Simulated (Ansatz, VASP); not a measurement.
## Cu2As3 in VASP and in Ansatz

Contents of INCAR:

```
PREC = Accurate
ENCUT = 520
EDIFF = 1E-7
ISMEAR = -1
SIGMA = 0.05
LREAL = False
LASPH = True
NELM = 60
ALGO = Normal
ISIF = 2
LWAVE = False
LCHARG = True
GGA = PE
LELF = True
LVHAR = True
NBANDS = 26
```

Contents of KPOINTS:

```
regular mesh
0
Gamma
  8 8 5
```

File POSCAR:

```
Cu2As3
1.0
    4.0842034679      0.0000000000      0.0000000000
   -2.0421017340      3.5370239575      0.0000000000
    0.0000000000      0.0000000000      6.1305457052
As Cu
3 2
Direct
    0.6666666667      0.3333333333      0.6493380000
    0.3333333333      0.6666666667      0.3506620000
    0.0000000000      0.0000000000      0.0000000000
    0.6666666667      0.3333333333      0.2169690000
    0.3333333333      0.6666666667      0.7830310000
```

Contents of input.yaml:

```yaml
crystal:
  lattice:
    - [4.0842034679, 0.0, 0.0]
    - [-2.042101734, 3.5370239575, 0.0]
    - [0.0, 0.0, 6.1305457052]
  atoms:
    - { symbol: As, position: [0.6666666667, 0.3333333333, 0.649338] }
    - { symbol: As, position: [0.3333333333, 0.6666666667, 0.350662] }
    - { symbol: As, position: [0.0, 0.0, 0.0] }
    - { symbol: Cu, position: [0.6666666667, 0.3333333333, 0.216969] }
    - { symbol: Cu, position: [0.3333333333, 0.6666666667, 0.783031] }
hamiltonian:
  xc: pbe
  pseudopotentials: { kind: paw }
kpoints:
  mp_grid: { grid: [8, 8, 5] }
scf:
  occupations: { method: fermi_dirac, width: 0.05 }
output:
  forces: true
  stress: true
  eigenvalues: true
```

Alike in both runs: task single point; functional PBE; k mesh 8 × 8 × 5; occupations fermi-dirac, width 0.05 eV; no spin polarisation.

|  | VASP | Ansatz |
| --- | --- | --- |
| version | VASP 6.6.1 | Ansatz 0.2.0 |
| potentials or method | VASP PAW PBE potentials, release 64 (As, Cu) | Ansatz PAW |
| plane-wave cutoff (eV) | 520 | 420 |
| valence electrons in the cell | 37 | 83 |

Ansatz gave:

```
gap on the k mesh at the Fermi level (eV)                     : none
pressure (GPa)                                                : -0.9
traceless stress, the component that is largest in VASP (GPa) : 0.46
rms of the force components (eV/Å)                            : 0.008
```

Q: What did VASP give for the same quantities?

A: gap on the k mesh at the Fermi level (eV): none; pressure (GPa): -0.7; traceless stress, the component that is largest in VASP (GPa): 0.35; rms of the force components (eV/Å): 0.016.

Atom by atom the forces differ by 0.010 eV/Å (rms over components). A gap of «none» marks a metal or a gap that the smearing closes. VASP's potentials hold 37 valence electrons a cell and Ansatz's 83, so a difference there can come from the potentials and not from the codes.
